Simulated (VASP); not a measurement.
# Al (Fm-3m) in VASP: further runs, part 2 of 2

VASP 6.6.1.

### 3 Single point, PBE (volume scaled by 1.12)

Contents of INCAR:

```
SYSTEM = Al
PREC     = Accurate       ! precision mode
ENCUT    = 520            ! plane-wave cutoff, eV
EDIFF    = 1E-7           ! SCF threshold, eV
ISMEAR   = -1             ! smearing method
SIGMA    = 0.1            ! smearing width, eV
LREAL    = .False.        ! projectors in reciprocal space
LASPH    = .True.         ! aspherical terms in the spheres
NELM     = 100            ! most SCF steps
ALGO     = Normal         ! electronic algorithm
ISIF     = 2              ! what is computed and relaxed
LWAVE    = .False.        ! write WAVECAR
LCHARG   = .True.         ! write CHGCAR
GGA      = PE             ! functional
LELF     = .True.         ! ELF
LVHAR    = .True.       
NBANDS   = 8              ! bands
```

Contents of KPOINTS:

```
regular mesh
0
Gamma
  22 22 22
  0 0 0
```

Contents of POSCAR:

```
Al
1.0
    0.0000000000      2.0977292988      2.0977292988
    2.0977292988      0.0000000000      2.0977292988
    2.0977292988      2.0977292988      0.0000000000
Al
1
Direct
    0.0000000000      0.0000000000      0.0000000000
```

Potentials or basis: VASP PAW PBE potentials, release 64 (Al).

Run with:

```sh
cat potpaw_PBE.64/Al/POTCAR > POTCAR
mpirun -np 1 vasp_std > vasp.out
```

OUTCAR:

```text
SYSTEM = Al
   PREC = Accurate
   ENCUT = 520
   EDIFF = 1E-7
   ISMEAR = -1
   LREAL = .False.
   LASPH = .True.
   NELM = 100
   ISIF = 2
   GGA = PE

 ion  position               nearest neighbor table
   1  0.000  0.000  0.000-

  LATTYP: Found a face centered cubic cell.
 ALAT       =     4.1954585976

  Lattice vectors:

 A1 = (   0.0000000000,   2.0977292988,   2.0977292988)
 A2 = (   2.0977292988,   0.0000000000,   2.0977292988)
 A3 = (   2.0977292988,   2.0977292988,   0.0000000000)

Analysis of symmetry for initial positions (statically):
=====================================================================
 Subroutine PRICEL returns:
 Original cell was already a primitive cell.

 Routine SETGRP: Setting up the symmetry group for a
 face centered cubic supercell.

 Subroutine GETGRP returns: Found 48 space group operations
 (whereof 48 operations were pure point group operations)
 out of a pool of 48 trial point group operations.

The static configuration has the point symmetry O_h .

Analysis of symmetry for dynamics (positions and initial velocities):
=====================================================================
 Subroutine PRICEL returns:
 Original cell was already a primitive cell.

 Routine SETGRP: Setting up the symmetry group for a
 face centered cubic supercell.

 Subroutine GETGRP returns: Found 48 space group operations
 (whereof 48 operations were pure point group operations)
 out of a pool of 48 trial point group operations.

The dynamic configuration has the point symmetry O_h .

 Subroutine INISYM returns: Found 48 space group operations
 (whereof 48 operations are pure point group operations),
 and found     1 'primitive' translations

----------------------------------------------------------------------------------------

                                     Primitive cell

  volume of cell :      18.4620

  direct lattice vectors                    reciprocal lattice vectors
     0.000000000  2.097729299  2.097729299    -0.238352966  0.238352966  0.238352966
     2.097729299  0.000000000  2.097729299     0.238352966 -0.238352966  0.238352966
     2.097729299  2.097729299  0.000000000     0.238352966  0.238352966 -0.238352966

  length of vectors
     2.966637225  2.966637225  2.966637225     0.412839447  0.412839447  0.412839447

  position of ions in fractional coordinates (direct lattice)
     0.000000000  0.000000000  0.000000000

  ion indices of the primitive-cell ions
   primitive index   ion index
                 1           1

----------------------------------------------------------------------------------------

 KPOINTS: regular mesh

Automatic generation of k-mesh.
 Grid dimensions read from file:
 generate k-points for:   22   22   22

 Generating k-lattice:

  Cartesian coordinates                     Fractional coordinates (reciprocal lattice)
    -0.010834226  0.010834226  0.010834226     0.045454545  0.000000000  0.000000000
     0.010834226 -0.010834226  0.010834226     0.000000000  0.045454545  0.000000000
     0.010834226  0.010834226 -0.010834226     0.000000000  0.000000000  0.045454545

  Length of vectors
     0.018765429  0.018765429  0.018765429

  Shift w.r.t. Gamma in fractional coordinates (k-lattice)
     0.000000000  0.000000000  0.000000000

 Subroutine IBZKPT returns following result:
 ===========================================

 Found    328 irreducible k-points:

 Following reciprocal coordinates:
            Coordinates               Weight
  0.000000  0.000000  0.000000      1.000000
  0.045455  0.000000  0.000000      8.000000
  0.090909  0.000000  0.000000      8.000000
  0.136364  0.000000  0.000000      8.000000
  0.181818  0.000000  0.000000      8.000000
  0.227273  0.000000  0.000000      8.000000
[... 16 lines left out ...]
  0.500000  0.045455  0.000000     24.000000
 -0.454545  0.045455  0.000000     24.000000
 [... further k-points ...]
   k-points           NKPTS =    328   k-points in BZ     NKDIM =    328   number of bands    NBANDS=      8
   number of dos      NEDOS =    301   number of ions     NIONS =      1
   total plane-waves  NPLWV =  13824
   dimension x,y,z NGX =    24 NGY =   24 NGZ =   24
   dimension x,y,z NGXF=    48 NGYF=   48 NGZF=   48
   ions per type =               1
   NGX,Y,Z   is equivalent  to a cutoff of  13.45, 13.45, 13.45 a.u.
   NGXF,Y,Z  is equivalent  to a cutoff of  26.90, 26.90, 26.90 a.u.
 SYSTEM =  Al
   PREC   = accura    normal or accurate (medium, high low for compatibility)
   ISTART =      0    job   : 0-new  1-cont  2-samecut
   ICHARG =      2    charge: 1-file 2-atom 10-const
   ISPIN  =      1    spin polarized calculation?
   LNONCOLLINEAR =      F non collinear calculations
   LSORBIT =      F    spin-orbit coupling
   LASPH  =      T    aspherical Exc in radial PAW
   ENCUT  =  520.0 eV  38.22 Ry    6.18 a.u.   5.52  5.52  5.52*2*pi/ulx,y,z
   NELM   =    100;   NELMIN=  2; NELMDL= -5     # of ELM steps
   EDIFF  = 0.1E-06   stopping-criterion for ELM
   LREAL  =      F    real-space projection
   EDIFFG = 0.1E-05   stopping-criterion for IOM
   NSW    =      0    number of steps for IOM
   IBRION =     -1    ionic relax: 0-MD 1-quasi-New 2-CG
   NFREE  =      0    steps in history (QN), initial steepest desc. (CG)
   ISIF   =      2    stress and relaxation
   ISYM   =      2    0-nonsym 1-usesym 2-fastsym
   POTIM  = 0.5000    time-step for ionic-motion
   TEBEG  =    0.0;   TEEND  =   0.0 temperature during run
   PSTRESS=    0.0 pullay stress
   NELECT =       3.0000    total number of electrons
   NUPDOWN=      -1.0000    fix difference up-down
   EMIN   =  10.00;   EMAX   =-10.00  energy-range for DOS
   EFERMI =   0.00;   METHOD = LEGACY
   ISMEAR =    -1;   SIGMA  =   0.10  broadening in eV -4-tet -1-fermi 0-gaus
   EFERMI_NEDOS =   21; number of points for ismear=-14 and -15
   IALGO  =     38    algorithm
   IMIX   =      4    mixing-type and parameters
     AMIX     =   0.40;   BMIX     =  1.00
     AMIX_MAG =   1.60;   BMIX_MAG =  1.00
  volume/ion in A,a.u.               =      18.46       124.59
  Fermi-wavevector in a.u.,A,eV,Ry     =   0.893352  1.688190 10.858501  0.798077
  Thomas-Fermi vector in A             =   2.015418
   LORBIT       =      0    0 simple, 1 ext, 2 COOP (PROOUT), +10 PAW based schemes
   GGA     = PE    functional components
   LHFCALC =     F    Hartree Fock is set to
   AEXX    =    0.0000 exact exchange contribution
   IVDW    =     0    specifies the selected vdW correction
   LEPSILON=     F    determine dielectric tensor
   LRPA    =     F    only Hartree local field effects (RPA)
 non-spin polarized calculation
  energy-cutoff  :      520.00
  volume of cell :       18.46
 maximum number of plane-waves:       531
 NGX is ok and might be reduce to    24
   NGX = 11   NGY = 11   NGZ = 11

 number of electron       3.0000000 magnetization

 Free energy of the ion-electron system (eV)
  ---------------------------------------------------
  ext. energy  EPLUGINS =         0.00000000
  ---------------------------------------------------
  free energy    TOTEN  =        -3.70753178 eV

  energy without entropy =       -3.69388207  energy(sigma->0) =       -3.70070692

 E-fermi :   6.8537     XC(G=0):  -9.7967

 val. band max:        6.8394667824   @ k =   0.5000   0.2727   0.0455
 cond. band min:       6.8660774185   @ k =  -0.2727   0.3182   0.0455
 fundamental gap:      0.0266106362
 Fermi energy:         6.8537257821

 k-point     1 :       0.0000    0.0000    0.0000
  band No.  band energies     occupation
      1      -3.5044      2.00000
      2      18.8916      0.00000
      3      18.8916      0.00000
      4      18.8916      0.00000
      5      19.5760      0.00000
      6      19.5760      0.00000
      7      19.5760      0.00000
      8      22.5530      0.00000

 k-point     2 :       0.0455    0.0000    0.0000
  band No.  band energies     occupation
      1      -3.4523      2.00000
      2      17.6505      0.00000
      3      18.5455      0.00000
      4      18.5455      0.00000
      5      19.9995      0.00000
      6      19.9995      0.00000
      7      20.2483      0.00000
      8      23.0833      0.00000
[... 221 lines left out ...]
 k-point    23 :       0.5000    0.0455    0.0000
  band No.  band energies     occupation
      1       2.3614      2.00000
      2       3.1013      2.00000
      3      16.3213      0.00000
      4      16.4753      0.00000
      5      17.8066      0.00000
      6      18.5946      0.00000
      7      21.1850      0.00000
      8      21.8882      0.00000

 k-point    24 :      -0.4545    0.0455    0.0000
  band No.  band energies     occupation
      1       2.0103      2.00000
      2       3.4833      2.00000
      3      16.0171      0.00000
      4      16.7945      0.00000
      5      18.1439      0.00000
      6      18.3077      0.00000
      7      21.0577      0.00000
      8      22.0389      0.00000

 [... further k-points ...]
[... 5 lines left out ...]
  --------------------------------------------------------------------------------------
  -------------------------------------------------------------------------------------
  Total       -0.7769673     -0.7769673     -0.7769673     -0.0000000     -0.0000000      0.0000000
  in kB      -67.4271813    -67.4271813    -67.4271813     -0.0000000     -0.0000000      0.0000000
  external PRESSURE =     -67.4271813 kB  Pullay stress =       0.0000000 kB

 VOLUME and BASIS-vectors are now :
 -----------------------------------------------------------------------------
  energy-cutoff  :      520.00
  volume of cell :       18.46
      direct lattice vectors                 reciprocal lattice vectors
     0.000000000  2.097729299  2.097729299    -0.238352966  0.238352966  0.238352966
     2.097729299  0.000000000  2.097729299     0.238352966 -0.238352966  0.238352966
     2.097729299  2.097729299  0.000000000     0.238352966  0.238352966 -0.238352966

 POSITION                                       TOTAL-FORCE (eV/Angst)
 -----------------------------------------------------------------------------------
      0.00000      0.00000      0.00000         0.000000      0.000000      0.000000
 -----------------------------------------------------------------------------------
    total drift:                               -0.000000      0.000000     -0.000000

  FREE ENERGIE OF THE ION-ELECTRON SYSTEM (eV)
  ---------------------------------------------------
  free  energy   TOTEN  =        -3.7075317784 eV

  energy  without entropy=       -3.6938820702  energy(sigma->0) =       -3.70070692
```

Wall time 87 s (1 thread of AMD EPYC 7R13, shared host); peak memory 0.13 GiB.

What came out:

| Quantity | Value |
| --- | --- |
| Free energy | -3.7075 eV |
| Pressure | -6.7 GPa |

Levels at points of the mesh, in eV from the Fermi level:
| k point | band 1 | band 2 | band 3 | band 4 | band 5 | band 6 |
| --- | --- | --- | --- | --- | --- | --- |
| (0.00, 0.00, 0.00) | -10.36 | 12.04 | 12.04 | 12.04 | 12.72 | 12.72 |
| (0.50, 0.00, 0.00) | -4.21 | -4.13 | 10.29 | 10.29 | 10.98 | 10.98 |
| (0.50, 0.50, 0.00) | -2.63 | -1.58 | 5.12 | 5.12 | 5.25 | 8.12 |
